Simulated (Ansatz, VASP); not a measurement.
## SiSn5: VASP beside Ansatz

```
Si Sn
1.0
     3.17080    0.00000    0.00000
    -1.58540    2.74599    0.00000
     0.00000    0.00000   17.86539
Si Sn
1 5
Direct
  0.00000 0.00000 0.00000
  0.00000 0.00000 0.83333
  0.00000 0.00000 0.16667
  0.00000 0.00000 0.33333
  0.00000 0.00000 0.50000
  0.00000 0.00000 0.66667
```

Alike in both runs: task single point; functional PBE; k mesh 6 × 6 × 1; occupations gaussian, width 0.1 eV; no spin polarisation.

|  | VASP | Ansatz |
| --- | --- | --- |
| version | VASP 6.6.1 | Ansatz 0.2.0 |
| potentials or method | VASP PAW PBE potentials, release 64 (Si, Sn_d), cutoff 520 eV | scalar-relativistic, plane waves, PAW |
| valence electrons in the cell | 74 | 74 |

|  | VASP | Ansatz | Ansatz less VASP |
| --- | --- | --- | --- |
| gap on the k mesh at the Fermi level (eV) | none | none | - |
| pressure (GPa) | 1.4 | 1.6 | +0.19 |
| traceless stress, the component that is largest in VASP (GPa) | 3.12 | 3.12 | +0.002 |
| rms of the force components (eV/Å) | 0.245 | 0.245 | -0.0005 |

Atom by atom the forces differ by 0.001 eV/Å (rms over components). A gap of «none» marks a metal or a gap that the smearing closes.

The k mesh is coarse, so the values compare programs but aren't converged.
